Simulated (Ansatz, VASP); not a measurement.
One calculation of TaN, two programs

```
Ta N
1.0
     5.18500    0.00000    0.00000
    -2.59250    4.49034    0.00000
     0.00000    0.00000    2.90800
Ta N
3 3
Direct
  0.00000 0.00000 0.00000
  0.33333 0.66667 0.50000
  0.66667 0.33333 0.50000
  0.50000 0.00000 0.00000
  0.50000 0.50000 0.00000
  0.00000 0.50000 0.00000
```

Alike in both runs: task single point; functional LDA; k mesh 4 × 4 × 7; occupations gaussian, width 0.05 eV; collinear spin; Hubbard terms Ta d U = 4.0 eV.

|  | VASP | Ansatz |
| --- | --- | --- |
| version | VASP 6.6.1 | Ansatz 0.2.0 |
| potentials or method | VASP PAW LDA potentials, release 64 (Ta_pv, N), cutoff 520 eV | scalar-relativistic, plane waves, PAW |
| valence electrons in the cell | 48 | 54 |

```csv
,VASP,Ansatz,Ansatz less VASP
gap on the k mesh at the Fermi level (eV),none,none,-
pressure (GPa),9.0,-1.2,-10.20
"traceless stress, the component that is largest in VASP (GPa)",1.06,-3.45,-4.507
```

LDA's correlation is that of Perdew and Zunger in VASP and of Perdew and Wang (1992) in Ansatz. The programs project onto different local orbitals, so the same U acts differently, and such runs can settle in different states. A gap of «none» marks a metal or a gap that the smearing closes. VASP's potentials hold 48 valence electrons a cell and Ansatz's 54, so a difference there can come from the potentials and not from the codes. Ansatz's warnings: filled band counts differ across k points, seeded moment not kept, specified occupation not kept, symmetry narrowed by occupation matrices.

Spin-orbit coupling is off throughout.
